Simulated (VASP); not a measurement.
# Ga2SeS3 (P1) in VASP: single point with PBE

Aim: the single point of Ga2SeS3 with PBE.

Everything below comes from runs of VASP 6.6.1. Logs are shortened: lines on timing, memory, paths and dates and some standing lists are left out, and cuts for length are marked.

## (1) The cell of the first run

The typed cell holds 12 atoms: a = 3.716 Å, b = 6.259 Å, c = 14.368 Å, α = 90.43°, β = 91.01°, γ = 90.00°.

## (2) Single point, PBE

INCAR reads:

```
PREC     = Accurate       # precision mode
ENCUT    = 520            # plane-wave cutoff, eV
EDIFF    = 1E-6           # SCF threshold, eV
ISMEAR   = 0              # smearing method
SIGMA    = 0.02           # smearing width, eV
LREAL    = F              # projectors in reciprocal space
LASPH    = T              # aspherical terms in the spheres
NELM     = 80             # most SCF steps
ALGO     = Normal         # electronic algorithm
ISIF     = 2              # what is computed and relaxed
LWAVE    = F              # write WAVECAR
LCHARG   = F              # write CHGCAR
GGA      = PE             # functional
NBANDS   = 62             # bands
KPAR     = 4
```

KPOINTS reads:

```
regular mesh
0
Gamma
  8 6 2
```

POSCAR reads:

```
Ga2SeS3
1.0
    3.7163727885      0.0000000000      0.0000000000
   -0.0001706026      6.2594703412      0.0000000000
   -0.2538947425     -0.1083216028     14.3657874306
Ga Se S
4 2 6
Direct
    0.9790123813      0.3334436688      0.1133686528
    0.4791619652      0.8342891780      0.1135236933
    0.9907185570      0.3363566310      0.2855761034
    0.4908126709      0.8372330553      0.2855830035
    0.0252016925      0.9120105344      0.6307591431
    0.5251579477      0.5596239770      0.6366666119
    0.0344339345      0.9171872898      0.7727734533
    0.5357614031      0.5850388869      0.7783066643
    0.4739443222      0.1684008825      0.0393786995
    0.9740837262      0.6685167214      0.0397749150
    0.4958329610      0.1739847334      0.3602835918
    0.9958784385      0.6739144415      0.3600054679
```

Potentials or basis: VASP PAW PBE potentials, release 64 (Ga_d, Se, S).

The run is started by

```sh
$ cat potpaw_PBE.64/Ga_d/POTCAR potpaw_PBE.64/Se/POTCAR potpaw_PBE.64/S/POTCAR > POTCAR
$ mpirun -np 4 vasp_std > vasp.out
```

OUTCAR:

```text
PREC = Accurate
   ENCUT = 520
   EDIFF = 1E-6
   ISMEAR = 0
   LREAL = F
   LASPH = T
   NELM = 80
   ISIF = 2
   GGA = PE

 ion  position               nearest neighbor table
   1  0.979  0.333  0.113-  10 2.36   9 2.37   9 2.37   3 2.47
   2  0.479  0.834  0.114-   9 2.35  10 2.37  10 2.37   4 2.47
   3  0.991  0.336  0.286-  12 2.36  11 2.38  11 2.38   1 2.47
   4  0.491  0.837  0.286-  11 2.36  12 2.38  12 2.38   2 2.47
   5  0.025  0.912  0.631-   7 2.04
   6  0.525  0.560  0.637-   8 2.04
   7  0.034  0.917  0.773-   5 2.04   8 2.79   8 2.79
   8  0.536  0.585  0.778-   6 2.04   7 2.79   7 2.79
   9  0.474  0.168  0.039-   2 2.35   1 2.37   1 2.37
  10  0.974  0.669  0.040-   1 2.36   2 2.37   2 2.37
  11  0.496  0.174  0.360-   4 2.36   3 2.38   3 2.38
  12  0.996  0.674  0.360-   3 2.36   4 2.38   4 2.38

  LATTYP: Found a triclinic cell.
 ALAT       =    14.7775619197
 B/A-ratio  =     0.2514875464
 C/A-ratio  =     0.4235793683
 COS(alpha) =     0.0000272551
 COS(beta)  =     0.0073365264
 COS(gamma) =     0.2343064482

  Lattice vectors:

 A1 = (  -3.4624780460,   0.1083216028, -14.3657874306)
 A2 = (  -3.7163727885,   0.0000000000,   0.0000000000)
 A3 = (  -0.0001706026,   6.2594703412,   0.0000000000)

Analysis of symmetry for initial positions (statically):
=====================================================================
 Subroutine PRICEL returns:
 Original cell was already a primitive cell.

 Routine SETGRP: Setting up the symmetry group for a
 triclinic supercell.

 Subroutine GETGRP returns: Found  1 space group operations
 (whereof  1 operations were pure point group operations)
 out of a pool of  2 trial point group operations.

The static configuration has the point symmetry C_1 .

Analysis of symmetry for dynamics (positions and initial velocities):
=====================================================================
 Subroutine PRICEL returns:
 Original cell was already a primitive cell.

 Routine SETGRP: Setting up the symmetry group for a
 triclinic supercell.

 Subroutine GETGRP returns: Found  1 space group operations
 (whereof  1 operations were pure point group operations)
 out of a pool of  2 trial point group operations.

The dynamic configuration has the point symmetry C_1 .

[... 125 lines left out ...]
   ISYM   =      2    0-nonsym 1-usesym 2-fastsym
   POTIM  = 0.5000    time-step for ionic-motion
   TEBEG  =    0.0;   TEEND  =   0.0 temperature during run
   PSTRESS=    0.0 pullay stress
   NELECT =     100.0000    total number of electrons
   NUPDOWN=      -1.0000    fix difference up-down
   EMIN   =  10.00;   EMAX   =-10.00  energy-range for DOS
   EFERMI =   0.00;   METHOD = LEGACY
   ISMEAR =     0;   SIGMA  =   0.02  broadening in eV -4-tet -1-fermi 0-gaus
   EFERMI_NEDOS =   21; number of points for ismear=-14 and -15
   IALGO  =     38    algorithm
   IMIX   =      4    mixing-type and parameters
     AMIX     =   0.40;   BMIX     =  1.00
     AMIX_MAG =   1.60;   BMIX_MAG =  1.00
  volume/ion in A,a.u.               =      27.85       187.93
  Fermi-wavevector in a.u.,A,eV,Ry     =   1.094997  2.069243 16.313621  1.199017
  Thomas-Fermi vector in A             =   2.231312
   LORBIT       =      0    0 simple, 1 ext, 2 COOP (PROOUT), +10 PAW based schemes
   GGA     = PE    functional components
   LHFCALC =     F    Hartree Fock is set to
   AEXX    =    0.0000 exact exchange contribution
   IVDW    =     0    specifies the selected vdW correction
   LEPSILON=     F    determine dielectric tensor
   LRPA    =     F    only Hartree local field effects (RPA)
 non-spin polarized calculation
 Gauss-broadening in eV      SIGMA  =   0.02
  energy-cutoff  :      520.00
  volume of cell :      334.18
 maximum number of plane-waves:      9047
   NGX = 13   NGY = 23   NGZ = 53

 number of electron     100.0000005 magnetization

 Free energy of the ion-electron system (eV)
  ---------------------------------------------------
  ext. energy  EPLUGINS =         0.00000000
  ---------------------------------------------------
  free energy    TOTEN  =       -48.00232593 eV

  energy without entropy =      -48.00232593  energy(sigma->0) =      -48.00232593

 E-fermi :   2.3810     XC(G=0):  -8.1307

 val. band max:        2.2348913877   @ k =   0.0000   0.5000  -0.0000
 cond. band min:       3.0456720494   @ k =   0.0000   0.0000   0.0000
 fundamental gap:      0.8107806616
 Fermi energy:         2.3810281244

 k-point     1 :       0.0000    0.0000    0.0000
  band No.  band energies     occupation
      1     -13.4914      2.00000
      2     -13.4602      2.00000
      3     -13.4225      2.00000
      4     -13.3713      2.00000
      5     -13.3054      2.00000
      6     -13.2580      2.00000
[... 1549 lines left out ...]
     61       6.5020      0.00000
     62       6.5508      0.00000

 [... further k-points ...]

------------------------ aborting loop because EDIFF is reached ----------------------------------------

  FORCE on cell =-STRESS in cart. coord.  units (eV):
  Direction    XX          YY          ZZ          XY          YZ          ZX
  --------------------------------------------------------------------------------------
  -------------------------------------------------------------------------------------
  Total       -0.1054862     -0.0729795     -0.0817281      0.0009726     -0.0026771      0.0006776
  in kB       -0.5057314     -0.3498850     -0.3918281      0.0046631     -0.0128347      0.0032487
  external PRESSURE =      -0.4158149 kB  Pullay stress =       0.0000000 kB

 VOLUME and BASIS-vectors are now :
 -----------------------------------------------------------------------------
  energy-cutoff  :      520.00
  volume of cell :      334.18
      direct lattice vectors                 reciprocal lattice vectors
     3.716372789  0.000000000  0.000000000     0.269079572  0.000007334  0.004755652
    -0.000170603  6.259470341  0.000000000     0.000000000  0.159757926  0.001204614
    -0.253894742 -0.108321603 14.365787431     0.000000000  0.000000000  0.069609829

 POSITION                                       TOTAL-FORCE (eV/Angst)
 -----------------------------------------------------------------------------------
      3.60953      2.07490      1.62863         0.000510      0.001098      0.009733
      1.75178      5.20991      1.63086        -0.000165      0.000344      0.008513
      3.60932      2.07448      4.10253         0.000199      0.002163     -0.008439
      1.75139      5.20970      4.10262        -0.000500      0.000690     -0.006695
     -0.06664      5.64038      9.06135         0.000442     -0.007523      0.025013
      1.78994      3.43398      9.14622        -0.000054      0.004557      0.022821
     -0.06839      5.65740     11.10150        -0.000495      0.003447     -0.026451
      1.79338      3.57773     11.18099        -0.000286     -0.006260     -0.028006
      1.75133      1.04983      0.56571         0.000360     -0.001065     -0.011625
      3.60985      4.18025      0.57140        -0.000152      0.001562     -0.012818
      1.75120      1.05003      5.17576         0.000050      0.000173      0.012098
      3.60954      4.17935      5.17176         0.000092      0.000815      0.015857
 -----------------------------------------------------------------------------------
    total drift:                                0.000189      0.002359     -0.000738

  FREE ENERGIE OF THE ION-ELECTRON SYSTEM (eV)
  ---------------------------------------------------
  free  energy   TOTEN  =       -48.0023259323 eV

  energy  without entropy=      -48.0023259323  energy(sigma->0) =      -48.00232593
```

OSZICAR:

```text
N       E                     dE             d eps       ncg     rms          rms(c)
DAV:   1     0.106044475463E+04    0.10604E+04   -0.42458E+04  7028   0.193E+03
DAV:   2     0.149376087017E+03   -0.91107E+03   -0.87355E+03  7472   0.564E+02
DAV:   3    -0.321536319217E+02   -0.18153E+03   -0.17534E+03  7808   0.183E+02
DAV:   4    -0.487724276928E+02   -0.16619E+02   -0.16423E+02  8834   0.566E+01
DAV:   5    -0.493099168754E+02   -0.53749E+00   -0.53556E+00  8518   0.100E+01    0.188E+01
DAV:   6    -0.481284829405E+02    0.11814E+01   -0.37792E+00 10020   0.173E+01    0.119E+01
DAV:   7    -0.482371661798E+02   -0.10868E+00   -0.38889E+00  8028   0.113E+01    0.363E+00
DAV:   8    -0.479986566878E+02    0.23851E+00   -0.14627E+00  8654   0.646E+00    0.117E+00
DAV:   9    -0.480048154558E+02   -0.61588E-02   -0.20420E-01  7530   0.225E+00    0.612E-01
DAV:  10    -0.480030549562E+02    0.17605E-02   -0.29282E-02  9542   0.988E-01    0.369E-01
DAV:  11    -0.480028546312E+02    0.20033E-03   -0.53855E-03  7610   0.478E-01    0.210E-01
DAV:  12    -0.480026808338E+02    0.17380E-03   -0.31529E-03  8760   0.106E+00    0.114E-01
DAV:  13    -0.480025004630E+02    0.18037E-03   -0.11481E-03  8682   0.402E-01    0.114E-01
DAV:  14    -0.480024454072E+02    0.55056E-04   -0.30766E-04  8720   0.196E-01    0.846E-02
DAV:  15    -0.480023680114E+02    0.77396E-04   -0.13772E-04  7948   0.729E-02    0.252E-02
DAV:  16    -0.480023327168E+02    0.35295E-04   -0.66356E-05  7828   0.551E-02    0.200E-02
DAV:  17    -0.480023266022E+02    0.61145E-05   -0.38408E-05  8320   0.252E-02    0.255E-02
DAV:  18    -0.480023259323E+02    0.66991E-06   -0.93073E-06  6806   0.187E-02
   1 F= -.48002326E+02 E0= -.48002326E+02  d E =-.147131E-26
```

stdout:

```text
POSCAR found type information on POSCAR GaSeS
 POSCAR found :  3 types and      12 ions
 scaLAPACK will be used
 LDA part: xc-table for (Slater+PW92), standard interpolation
 POSCAR, INCAR and KPOINTS ok, starting setup
 FFT: planning ... GRIDC
 FFT: planning ... GRID_SOFT
 FFT: planning ... GRID
 WAVECAR not read
 entering main loop
```

Run time: 7.5 min. Hardware: 4 MPI ranks of Intel Xeon Platinum 8259CL at 2.50GHz (Skylake/Cascade Lake), shared host; peak memory 0.93 GiB.

What came out:

```yaml
Free_energy: -48.0023 eV
Pressure: 0.0 GPa
Largest_force: 0.029 eV/Å
Band_gap_on_the_k_mesh: 0.81 eV (least direct gap 0.84 eV)
```

Forces in eV/Å, atoms in the order of the input:
```
Ga   0.001  0.001  0.010
Ga   0.000  0.000  0.009
Ga   0.000  0.002 -0.008
Ga  -0.001  0.001 -0.007
Se   0.000 -0.008  0.025
Se   0.000  0.005  0.023
S    0.000  0.003 -0.026
S    0.000 -0.006 -0.028
S    0.000 -0.001 -0.012
S    0.000  0.002 -0.013
S    0.000  0.000  0.012
S    0.000  0.001  0.016
```

A k mesh can miss the band edges.
